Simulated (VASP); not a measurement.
# CaSe in VASP: a series of runs

The runs below take CaSe through relaxation of cell and atoms, single point, with PBE.

Everything below comes from runs of VASP 6.6.1. Logs are shortened: lines on timing, memory, paths and dates and some standing lists are left out, and cuts for length are marked.

## Step 1: The cell of the first run

Symmetry: Fm-3m, No. 225, cubic system. Conventional cell: a = 5.912 Å, b = 5.912 Å, c = 5.912 Å, α = 90.00°, β = 90.00°, γ = 90.00°. Se (site symmetry m-3m) has 6 Ca at 2.96 Å within 3.9 Å. Within 3.9 Å of Ca (site symmetry m-3m) lie 6 Se at 2.96 Å.

## Step 2: Relaxation of cell and atoms, PBE

The input, INCAR:

```
SYSTEM = CaSe
PREC     = Accurate       ! precision mode
ENCUT    = 600            ! plane-wave cutoff, eV
EDIFF    = 1E-7           ! SCF threshold, eV
ISMEAR   = -1             ! smearing method
SIGMA    = 0.05           ! smearing width, eV
LREAL    = .FALSE.        ! projectors in reciprocal space
LASPH    = .TRUE.         ! aspherical terms in the spheres
NELM     = 80             ! most SCF steps
ALGO     = Normal         ! electronic algorithm
ISIF     = 3              ! what is computed and relaxed
LWAVE    = .FALSE.        ! write WAVECAR
LCHARG   = .FALSE.        ! write CHGCAR
GGA      = PE             ! functional
IBRION   = 2              ! ionic algorithm
NSW      = 60             ! ionic steps
EDIFFG   = -0.01          ! ionic threshold
```

The input, KPOINTS:

```
Automatic mesh
0
G
  8 8 8
  0 0 0
```

The input, POSCAR:

```
CaSe
1.0
    0.0000000000      2.9560000000      2.9560000000
    2.9560000000      0.0000000000      2.9560000000
    2.9560000000      2.9560000000      0.0000000000
Se Ca
1 1
Direct
    0.5000000000      0.5000000000      0.5000000000
    0.0000000000      0.0000000000      0.0000000000
```

Potentials or basis: VASP PAW PBE potentials, release 64 (Se, Ca_sv).

The run is started by

```sh
> cat potpaw_PBE.64/Se/POTCAR potpaw_PBE.64/Ca_sv/POTCAR > POTCAR
> mpirun -np 1 vasp_std > vasp.out
```

OUTCAR:

```text
SYSTEM = CaSe
   PREC = Accurate
   ENCUT = 600
   EDIFF = 1E-7
   ISMEAR = -1
   LREAL = .FALSE.
   LASPH = .TRUE.
   NELM = 80
   ISIF = 3
   GGA = PE
   IBRION = 2
   NSW = 60
   EDIFFG = -0.01

 ion  position               nearest neighbor table
   1  0.500  0.500  0.500-   2 2.96   2 2.96   2 2.96   2 2.96   2 2.96   2 2.96
   2  0.000  0.000  0.000-   1 2.96   1 2.96   1 2.96   1 2.96   1 2.96   1 2.96

  LATTYP: Found a face centered cubic cell.
 ALAT       =     5.9120000000

  Lattice vectors:

 A1 = (   0.0000000000,   2.9560000000,   2.9560000000)
 A2 = (   2.9560000000,   0.0000000000,   2.9560000000)
 A3 = (   2.9560000000,   2.9560000000,   0.0000000000)

Analysis of symmetry for initial positions (statically):
=====================================================================
 Subroutine PRICEL returns:
 Original cell was already a primitive cell.

 Routine SETGRP: Setting up the symmetry group for a
 face centered cubic supercell.

 Subroutine GETGRP returns: Found 48 space group operations
 (whereof 48 operations were pure point group operations)
 out of a pool of 48 trial point group operations.

The static configuration has the point symmetry O_h .

Analysis of symmetry for dynamics (positions and initial velocities):
=====================================================================
 Subroutine PRICEL returns:
 Original cell was already a primitive cell.

 Routine SETGRP: Setting up the symmetry group for a
 face centered cubic supercell.

 Subroutine GETGRP returns: Found 48 space group operations
 (whereof 48 operations were pure point group operations)
 out of a pool of 48 trial point group operations.

The dynamic configuration has the point symmetry O_h .

 Subroutine INISYM returns: Found 48 space group operations
 (whereof 48 operations are pure point group operations),
 and found     1 'primitive' translations

----------------------------------------------------------------------------------------

                                     Primitive cell

  volume of cell :      51.6587

  direct lattice vectors                    reciprocal lattice vectors
     0.000000000  2.956000000  2.956000000    -0.169147497  0.169147497  0.169147497
     2.956000000  0.000000000  2.956000000     0.169147497 -0.169147497  0.169147497
     2.956000000  2.956000000  0.000000000     0.169147497  0.169147497 -0.169147497

[... 97 lines left out ...]
   EFERMI =   0.00;   METHOD = LEGACY
   ISMEAR =    -1;   SIGMA  =   0.05  broadening in eV -4-tet -1-fermi 0-gaus
   EFERMI_NEDOS =   21; number of points for ismear=-14 and -15
   IALGO  =     38    algorithm
   IMIX   =      4    mixing-type and parameters
     AMIX     =   0.40;   BMIX     =  1.00
     AMIX_MAG =   1.60;   BMIX_MAG =  1.00
  volume/ion in A,a.u.               =      25.83       174.30
  Fermi-wavevector in a.u.,A,eV,Ry     =   1.107645  2.093145 16.692666  1.226876
  Thomas-Fermi vector in A             =   2.244161
   LORBIT       =      0    0 simple, 1 ext, 2 COOP (PROOUT), +10 PAW based schemes
   GGA     = PE    functional components
   LHFCALC =     F    Hartree Fock is set to
   AEXX    =    0.0000 exact exchange contribution
   IVDW    =     0    specifies the selected vdW correction
   LEPSILON=     F    determine dielectric tensor
   LRPA    =     F    only Hartree local field effects (RPA)
 conjugate gradient relaxation of ions
 non-spin polarized calculation
  energy-cutoff  :      600.00
  volume of cell :       51.66
 maximum number of plane-waves:      1759
 NGX is ok and might be reduce to    36
   NGX = 17   NGY = 17   NGZ = 17

--------------------------------------- Ionic step        1  -------------------------------------------

 number of electron      16.0000001 magnetization

 Free energy of the ion-electron system (eV)
  ---------------------------------------------------
  ext. energy  EPLUGINS =         0.00000000
  ---------------------------------------------------
  free energy    TOTEN  =        -9.48018741 eV

  energy without entropy =       -9.48018741  energy(sigma->0) =       -9.48018741

------------------------ aborting loop because EDIFF is reached ----------------------------------------

  FORCE on cell =-STRESS in cart. coord.  units (eV):
  Direction    XX          YY          ZZ          XY          YZ          ZX
  --------------------------------------------------------------------------------------
  -------------------------------------------------------------------------------------
  Total        0.4391997      0.4391997      0.4391997      0.0000000     -0.0000000      0.0000000
  in kB       13.6216388     13.6216388     13.6216388      0.0000000     -0.0000000      0.0000000
  external PRESSURE =      13.6216388 kB  Pullay stress =       0.0000000 kB
[... 59 lines left out ...]
--------------------------------------- Ionic step        3  -------------------------------------------

 number of electron      16.0000001 magnetization

 Free energy of the ion-electron system (eV)
  ---------------------------------------------------
  ext. energy  EPLUGINS =         0.00000000
  ---------------------------------------------------
  free energy    TOTEN  =        -9.48605023 eV

  energy without entropy =       -9.48605023  energy(sigma->0) =       -9.48605023

 E-fermi :   3.2729     XC(G=0):  -9.0490

 val. band max:        2.2740880463   @ k =   0.0000   0.0000   0.0000
 cond. band min:       4.3563870890   @ k =   0.5000   0.5000   0.0000
 fundamental gap:      2.0822990426
 Fermi energy:         3.2729105712

 k-point     1 :       0.0000    0.0000    0.0000
  band No.  band energies     occupation
      1     -37.5528      2.00000
      2     -18.5424      2.00000
      3     -18.5424      2.00000
      4     -18.5424      2.00000
      5      -9.4385      2.00000
      6       2.2741      2.00000
      7       2.2741      2.00000
      8       2.2741      2.00000
      9       5.4818      0.00000
     10       5.9872      0.00000
     11       5.9872      0.00000
     12       5.9872      0.00000
[... 331 lines left out ...]
 k-point    24 :      -0.3750    0.2500    0.1250
  band No.  band energies     occupation
      1     -37.5460      2.00000
      2     -18.6248      2.00000
      3     -18.5718      2.00000
      4     -18.5576      2.00000
      5      -8.7974      2.00000
      6      -0.4740      2.00000
      7       0.7013      2.00000
      8       1.0846      2.00000
      9       6.7188      0.00000
     10       6.9982      0.00000
     11       7.9254      0.00000
     12       8.1801      0.00000

 [... further k-points ...]
[... 5 lines left out ...]
  --------------------------------------------------------------------------------------
  -------------------------------------------------------------------------------------
  Total        0.0004806      0.0004806      0.0004806      0.0000000     -0.0000000      0.0000000
  in kB        0.0145109      0.0145109      0.0145109      0.0000000     -0.0000000      0.0000000
  external PRESSURE =       0.0145109 kB  Pullay stress =       0.0000000 kB
[... 17 lines left out ...]
  FREE ENERGIE OF THE ION-ELECTRON SYSTEM (eV)
  ---------------------------------------------------
  free  energy   TOTEN  =        -9.4860502268 eV

  energy  without entropy=       -9.4860502268  energy(sigma->0) =       -9.48605023

 reached required accuracy - stopping structural energy minimisation
```

OSZICAR:

```text
N       E                     dE             d eps       ncg     rms          rms(c)
DAV:   1     0.116775278924E+03    0.11678E+03   -0.83840E+03   696   0.137E+03
DAV:   2    -0.377149168322E+01   -0.12055E+03   -0.11584E+03   776   0.297E+02
DAV:   3    -0.930346206878E+01   -0.55320E+01   -0.53318E+01   904   0.597E+01
DAV:   4    -0.961614053242E+01   -0.31268E+00   -0.31218E+00  1176   0.123E+01
[... 26 lines left out ...]
DAV:   4    -0.948602557164E+01   -0.10779E-04   -0.60378E-05   840   0.993E-02    0.241E-02
DAV:   5    -0.948605236124E+01   -0.26790E-04   -0.40430E-05  1204   0.452E-02    0.376E-03
DAV:   6    -0.948605043003E+01    0.19312E-05   -0.16380E-06  1040   0.138E-02    0.156E-03
DAV:   7    -0.948605018443E+01    0.24559E-06   -0.18186E-07   772   0.441E-03    0.782E-04
DAV:   8    -0.948605022683E+01   -0.42398E-07   -0.24917E-08   512   0.179E-03
   3 F= -.94860502E+01 E0= -.94860502E+01  d E =-.586281E-02
```

CONTCAR:

```text
CaSe
   1.00000000000000
     0.0000000000000000    2.9826544815783298    2.9826544815783298
     2.9826544815783298   -0.0000000000000000    2.9826544815783298
     2.9826544815783298    2.9826544815783298    0.0000000000000000
  Se              Ca
     1     1
Direct
     0.5000000000000000    0.5000000000000000    0.5000000000000000
     0.0000000000000000    0.0000000000000000    0.0000000000000000

  0.00000000E+00  0.00000000E+00  0.00000000E+00
  0.00000000E+00  0.00000000E+00  0.00000000E+00
```

It took 1.9 min on 1 thread of Intel Xeon 8259CL, shared host; peak memory 0.22 GiB.

Results:

- Free energy: -9.4861 eV
- Relaxed volume: 26.53 Å³/atom
- Relaxed cell: a = 4.218 Å, b = 4.218 Å, c = 4.218 Å, α = 60.00°, β = 60.00°, γ = 60.00°
- Space group after relaxing (to 0.1 Å): Fm-3m (No. 225)
- Energy gained by relaxing: 2.9 meV/atom
- Ionic steps: 3
- Pressure after relaxing: 0.0 GPa
- Band gap on the k mesh: 2.08 eV (least direct gap 2.99 eV)

Step by step:
```tsv
step	energy change (eV)	largest force (eV/Å)	pressure (GPa)	volume (Å³)
1	0.0000	0.0000	1.36	51.66
2	-0.0057	0.0000	-0.22	53.32
3	-0.0059	0.0000	0.00	53.07
```

Final structure:
```
CELL_PARAMETERS angstrom
0.00000 2.98265 2.98265
2.98265 0.00000 2.98265
2.98265 2.98265 0.00000
ATOMIC_POSITIONS crystal
Se 0.50000 0.50000 0.50000
Ca 0.00000 0.00000 0.00000
```

A k mesh can miss the band edges. PBE usually gives volumes a little too large and moduli too small.

(Continued in part 2 of 3.)
